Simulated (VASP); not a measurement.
# Bi2Te3 in VASP: single point with PBE

Aim: the single point of Bi2Te3 with PBE.

Program: VASP 6.6.1. These are calculated values, not measurements. Logs are shortened: lines on timing, memory, paths and dates and some standing lists are left out, and cuts for length are marked.

## (1) The cell of the first run

The cell holds a slab with vacuum, 10 atoms: a = 4.469 Å, b = 4.469 Å, c = 32.700 Å, α = 90.00°, β = 90.00°, γ = 120.00°.

## (2) Single point, PBE

INCAR reads:

```
PREC = Accurate
ENCUT = 520
EDIFF = 1E-6
ISMEAR = 0
SIGMA = 0.1
LREAL = F
LASPH = T
NELM = 100
ALGO = Normal
ISIF = 2
LWAVE = F
LCHARG = F
LDIPOL = T
IDIPOL = 3
DIPOL = 0.5 0.5 0.501
GGA = PE
NBANDS = 59
```

KPOINTS reads:

```
Automatic mesh
0
Gamma
  9 9 1
```

POSCAR reads:

```
Bi2Te3
1.0
    4.4688122866      0.0000000000      0.0000000000
   -2.2344061433      3.8701049649      0.0000000000
    0.0000000000      0.0000000000     32.7002686743
Te Bi
6 4
Direct
    0.3333333333      0.6666666667      0.2361653933
    0.6666666667      0.3333333333      0.2897624390
    0.6666666667      0.3333333333      0.4662124869
    0.0000000000      0.0000000000      0.5355256434
    0.3333333333      0.6666666667      0.5912373620
    0.3333333333      0.6666666667      0.7676790491
    0.0000000000      0.0000000000      0.3453588765
    0.3333333333      0.6666666667      0.4116396498
    0.6666666667      0.3333333333      0.6473266621
    0.0000000000      0.0000000000      0.7154693956
```

Potentials or basis: VASP PAW PBE potentials, release 64 (Te, Bi_d).

The run is started by

```console
> cat potpaw_PBE.64/Te/POTCAR potpaw_PBE.64/Bi_d/POTCAR > POTCAR
> mpirun -np 1 vasp_std > vasp.out
```

OUTCAR:

```text
PREC = Accurate
   ENCUT = 520
   EDIFF = 1E-6
   ISMEAR = 0
   LREAL = F
   LASPH = T
   NELM = 100
   ISIF = 2
   GGA = PE

 ion  position               nearest neighbor table
   1  0.333  0.667  0.236-   2 3.12   2 3.12   2 3.12
   2  0.667  0.333  0.290-   1 3.12   1 3.12   1 3.12   7 3.16   7 3.16   7 3.16
   3  0.667  0.333  0.466-   8 3.14   8 3.14   8 3.14   4 3.43   4 3.43   4 3.43
   4  0.000  0.000  0.536-   5 3.16   5 3.16   5 3.16   3 3.43   3 3.43   3 3.43
   5  0.333  0.667  0.591-   4 3.16   4 3.16   4 3.16   9 3.17   9 3.17   9 3.17
   6  0.333  0.667  0.768-  10 3.09  10 3.09  10 3.09
   7  0.000  0.000  0.345-   2 3.16   2 3.16   2 3.16   8 3.37   8 3.37   8 3.37
   8  0.333  0.667  0.412-   3 3.14   3 3.14   3 3.14   7 3.37   7 3.37   7 3.37
   9  0.667  0.333  0.647-   5 3.17   5 3.17   5 3.17  10 3.41  10 3.41  10 3.41
  10  0.000  0.000  0.715-   6 3.09   6 3.09   6 3.09   9 3.41   9 3.41   9 3.41

  LATTYP: Found a hexagonal cell.
 ALAT       =     4.4688122866
 C/A-ratio  =     7.3174406480

  Lattice vectors:

 A1 = (   4.4688122866,   0.0000000000,   0.0000000000)
 A2 = (  -2.2344061433,   3.8701049649,   0.0000000000)
 A3 = (   0.0000000000,   0.0000000000,  32.7002686743)

Analysis of symmetry for initial positions (statically):
=====================================================================
 Subroutine PRICEL returns:
 Original cell was already a primitive cell.

 Routine SETGRP: Setting up the symmetry group for a
 hexagonal supercell.

 Subroutine GETGRP returns: Found  6 space group operations
 (whereof  6 operations were pure point group operations)
 out of a pool of 24 trial point group operations.

The static configuration has the point symmetry C_3v.

Analysis of symmetry for dynamics (positions and initial velocities):
=====================================================================
 Subroutine PRICEL returns:
 Original cell was already a primitive cell.

 Routine SETGRP: Setting up the symmetry group for a
 hexagonal supercell.

 Subroutine GETGRP returns: Found  6 space group operations
 (whereof  6 operations were pure point group operations)
 out of a pool of 24 trial point group operations.

The dynamic configuration has the point symmetry C_3v.

 Subroutine INISYM returns: Found  6 space group operations
 (whereof  6 operations are pure point group operations),
 and found     1 'primitive' translations

----------------------------------------------------------------------------------------

                                     Primitive cell

  volume of cell :     565.5437

  direct lattice vectors                    reciprocal lattice vectors
     4.468812287  0.000000000  0.000000000     0.223773105  0.129195462  0.000000000
    -2.234406143  3.870104965  0.000000000     0.000000000  0.258390925  0.000000000
     0.000000000  0.000000000 32.700268674     0.000000000  0.000000000  0.030580788

  length of vectors
     4.468812287  4.468812287 32.700268674     0.258390925  0.258390925  0.030580788

  position of ions in fractional coordinates (direct lattice)
     0.333333333  0.666666667  0.236165393
     0.666666667  0.333333333  0.289762439
     0.666666667  0.333333333  0.466212487
     0.000000000  0.000000000  0.535525643
     0.333333333  0.666666667  0.591237362
     0.333333333  0.666666667  0.767679049
     0.000000000  0.000000000  0.345358877
     0.333333333  0.666666667  0.411639650
     0.666666667  0.333333333  0.647326662
     0.000000000  0.000000000  0.715469396

  ion indices of the primitive-cell ions
   primitive index   ion index
                 1           1
                 2           2
                 3           3
                 4           4
                 5           5
                 6           6
                 7           7
                 8           8
                 9           9
                10          10

----------------------------------------------------------------------------------------

 KPOINTS: Automatic mesh

Automatic generation of k-mesh.
 Grid dimensions read from file:
 generate k-points for:    9    9    1

 Generating k-lattice:

  Cartesian coordinates                     Fractional coordinates (reciprocal lattice)
     0.024863678  0.014355051  0.000000000     0.111111111 -0.000000000  0.000000000
     0.000000000  0.028710103  0.000000000     0.000000000  0.111111111  0.000000000
     0.000000000  0.000000000  0.030580788     0.000000000  0.000000000  1.000000000

  Length of vectors
     0.028710103  0.028710103  0.030580788

  Shift w.r.t. Gamma in fractional coordinates (k-lattice)
     0.000000000  0.000000000  0.000000000

 Subroutine IBZKPT returns following result:
 ===========================================

 Found     12 irreducible k-points:

 Following reciprocal coordinates:
            Coordinates               Weight
  0.000000  0.000000  0.000000      1.000000
  0.111111  0.000000  0.000000      6.000000
  0.222222  0.000000  0.000000      6.000000
  0.333333  0.000000  0.000000      6.000000
  0.444444  0.000000  0.000000      6.000000
  0.111111  0.111111  0.000000      6.000000
  0.222222  0.111111  0.000000     12.000000
  0.333333  0.111111  0.000000     12.000000
  0.444444  0.111111  0.000000      6.000000
  0.222222  0.222222  0.000000      6.000000
  0.333333  0.222222  0.000000     12.000000
  0.333333  0.333333  0.000000      2.000000
   k-points           NKPTS =     12   k-points in BZ     NKDIM =     12   number of bands    NBANDS=     59
   number of dos      NEDOS =    301   number of ions     NIONS =     10
   total plane-waves  NPLWV = 324000
   dimension x,y,z NGX =    36 NGY =   36 NGZ =  250
   dimension x,y,z NGXF=    72 NGYF=   72 NGZF=  500
   ions per type =               6   4
   NGX,Y,Z   is equivalent  to a cutoff of  13.39, 13.39, 12.71 a.u.
   NGXF,Y,Z  is equivalent  to a cutoff of  26.78, 26.78, 25.42 a.u.
 SYSTEM =  unknown system
   PREC   = accura    normal or accurate (medium, high low for compatibility)
   ISTART =      0    job   : 0-new  1-cont  2-samecut
   ICHARG =      2    charge: 1-file 2-atom 10-const
   ISPIN  =      1    spin polarized calculation?
   LNONCOLLINEAR =      F non collinear calculations
   LSORBIT =      F    spin-orbit coupling
   LASPH  =      T    aspherical Exc in radial PAW
   ENCUT  =  520.0 eV  38.22 Ry    6.18 a.u.   8.31  8.31 60.80*2*pi/ulx,y,z
   NELM   =    100;   NELMIN=  2; NELMDL= -5     # of ELM steps
   EDIFF  = 0.1E-05   stopping-criterion for ELM
   LREAL  =      F    real-space projection
[... 7 lines left out ...]
   TEBEG  =    0.0;   TEEND  =   0.0 temperature during run
   PSTRESS=    0.0 pullay stress
   NELECT =      96.0000    total number of electrons
   NUPDOWN=      -1.0000    fix difference up-down
   EMIN   =  10.00;   EMAX   =-10.00  energy-range for DOS
   EFERMI =   0.00;   METHOD = LEGACY
   ISMEAR =     0;   SIGMA  =   0.10  broadening in eV -4-tet -1-fermi 0-gaus
   EFERMI_NEDOS =   21; number of points for ismear=-14 and -15
   IALGO  =     38    algorithm
   IMIX   =      4    mixing-type and parameters
     AMIX     =   0.40;   BMIX     =  1.00
     AMIX_MAG =   1.60;   BMIX_MAG =  1.00
  volume/ion in A,a.u.               =      56.55       381.65
  Fermi-wavevector in a.u.,A,eV,Ry     =   0.906449  1.712939 11.179214  0.821649
  Thomas-Fermi vector in A             =   2.030138
   LORBIT       =      0    0 simple, 1 ext, 2 COOP (PROOUT), +10 PAW based schemes
   GGA     = PE    functional components
   LHFCALC =     F    Hartree Fock is set to
   AEXX    =    0.0000 exact exchange contribution
   IVDW    =     0    specifies the selected vdW correction
   LEPSILON=     F    determine dielectric tensor
   LRPA    =     F    only Hartree local field effects (RPA)
 non-spin polarized calculation
 Gauss-broadening in eV      SIGMA  =   0.10
  energy-cutoff  :      520.00
  volume of cell :      565.54
 maximum number of plane-waves:     15291
 NGX is ok and might be reduce to    36
   NGX = 17   NGY = 17   NGZ =121

 dipolmoment           0.000000      0.000000      0.006487 electrons x Angstroem

 number of electron      96.0000014 magnetization

 dipolmoment           0.000000      0.000000     -0.047808 electrons x Angstroem

 Free energy of the ion-electron system (eV)
  ---------------------------------------------------
  ext. energy  EPLUGINS =         0.00000000
  ---------------------------------------------------
  free energy    TOTEN  =       -33.86618503 eV

  energy without entropy =      -33.86048487  energy(sigma->0) =      -33.86333495

 E-fermi :   1.7222     XC(G=0):  -6.0669

 val. band max:        1.6257512971   @ k =   0.1111   0.1111   0.0000
 cond. band min:       1.8394782678   @ k =   0.1111   0.0000   0.0000
 fundamental gap:      0.2137269707
 Fermi energy:         1.7221917957

 k-point     1 :       0.0000    0.0000    0.0000
  band No.  band energies     occupation
      1     -21.5437      2.00000
      2     -21.5437      2.00000
      3     -21.5232      2.00000
      4     -21.5232      2.00000
      5     -21.5176      2.00000
      6     -21.2453      2.00000
[... 51 lines left out ...]
     58       3.8776      0.00000
     59       3.9018      0.00000

 k-point     2 :       0.1111    0.0000    0.0000
  band No.  band energies     occupation
      1     -21.5439      2.00000
      2     -21.5425      2.00000
      3     -21.5236      2.00000
      4     -21.5232      2.00000
      5     -21.5169      2.00000
      6     -21.2453      2.00000
[... 51 lines left out ...]
     58       4.0532      0.00000
     59       4.1047      0.00000

 k-point     3 :       0.2222    0.0000    0.0000
  band No.  band energies     occupation
      1     -21.5444      2.00000
      2     -21.5396      2.00000
      3     -21.5246      2.00000
      4     -21.5229      2.00000
      5     -21.5149      2.00000
      6     -21.2453      2.00000
[... 494 lines left out ...]
      5     -21.5108      2.00000
      6     -21.2475      2.00000
[... 51 lines left out ...]
     58       5.4051      0.00000
     59       5.5028      0.00000

 k-point    12 :       0.3333    0.3333    0.0000
  band No.  band energies     occupation
      1     -21.5436      2.00000
      2     -21.5354      2.00000
      3     -21.5247      2.00000
      4     -21.5231      2.00000
      5     -21.5107      2.00000
      6     -21.2481      2.00000
[... 51 lines left out ...]
     58       5.5987      0.00000
     59       5.6955      0.00000

------------------------ aborting loop because EDIFF is reached ----------------------------------------

 vacuum level on the upper side and lower side of the slab       (xc-potential included)        -0.568        -0.143

  FORCE on cell =-STRESS in cart. coord.  units (eV):
  Direction    XX          YY          ZZ          XY          YZ          ZX
  --------------------------------------------------------------------------------------
  -------------------------------------------------------------------------------------
  Total       -0.9582068     -0.9582068      0.0643449     -0.0000000      0.0000000      0.0000000
  in kB       -2.7145864     -2.7145864      0.1822883     -0.0000000      0.0000000      0.0000000
  external PRESSURE =      -1.7489615 kB  Pullay stress =       0.0000000 kB

 VOLUME and BASIS-vectors are now :
 -----------------------------------------------------------------------------
  energy-cutoff  :      520.00
  volume of cell :      565.54
      direct lattice vectors                 reciprocal lattice vectors
     4.468812287  0.000000000  0.000000000     0.223773105  0.129195462  0.000000000
    -2.234406143  3.870104965  0.000000000     0.000000000  0.258390925  0.000000000
     0.000000000  0.000000000 32.700268674     0.000000000  0.000000000  0.030580788

 POSITION                                       TOTAL-FORCE (eV/Angst)
 -----------------------------------------------------------------------------------
     -0.00000      2.58007      7.72267         0.000000     -0.000000     -0.004690
      2.23441      1.29003      9.47531        -0.000000      0.000000      0.002126
      2.23441      1.29003     15.24527         0.000000      0.000000      0.000846
      0.00000      0.00000     17.51183         0.000000      0.000000     -0.008516
     -0.00000      2.58007     19.33362        -0.000000      0.000000      0.006824
     -0.00000      2.58007     25.10331        -0.000000     -0.000000      0.004218
      0.00000      0.00000     11.29333         0.000000     -0.000000     -0.003298
     -0.00000      2.58007     13.46073         0.000000      0.000000      0.006575
      2.23441      1.29003     21.16776        -0.000000     -0.000000     -0.004298
      0.00000      0.00000     23.39604         0.000000     -0.000000      0.000213
 -----------------------------------------------------------------------------------
    total drift:                                0.000000      0.000001      0.001696

  FREE ENERGIE OF THE ION-ELECTRON SYSTEM (eV)
  ---------------------------------------------------
  free  energy   TOTEN  =       -33.8661850309 eV

  energy  without entropy=      -33.8604848688  energy(sigma->0) =      -33.86333495

 vacuum level on the upper side and lower side of the slab         6.086         6.521
```

Wall time 21 min (1 thread of Intel Xeon 6975P-C (Granite Rapids), shared host); peak memory 0.83 GiB.

What came out:

| Property | Result |
| --- | --- |
| Free energy | -33.8662 eV |
| Largest force | 0.009 eV/Å |
| Band gap on the k mesh | zero (bands 48 and 49 overlap by 0.09 eV) |

Forces in eV/Å, atoms in the order of the input:
```
Te   0.000  0.000 -0.005
Te   0.000  0.000  0.002
Te   0.000  0.000  0.001
Te   0.000  0.000 -0.009
Te   0.000  0.000  0.007
Te   0.000  0.000  0.004
Bi   0.000  0.000 -0.003
Bi   0.000  0.000  0.007
Bi   0.000  0.000 -0.004
Bi   0.000  0.000  0.000
```

Levels at points of the mesh, in eV from the Fermi level:
```csv
k point,band 46,band 47,band 48,band 49,band 50,band 51
"(0.00, 0.00, 0.00)",-0.65,-0.34,-0.34,-0.19,0.44,0.44
```

Caveat: spin-orbit coupling is left out, which moves the levels of the heavy elements.
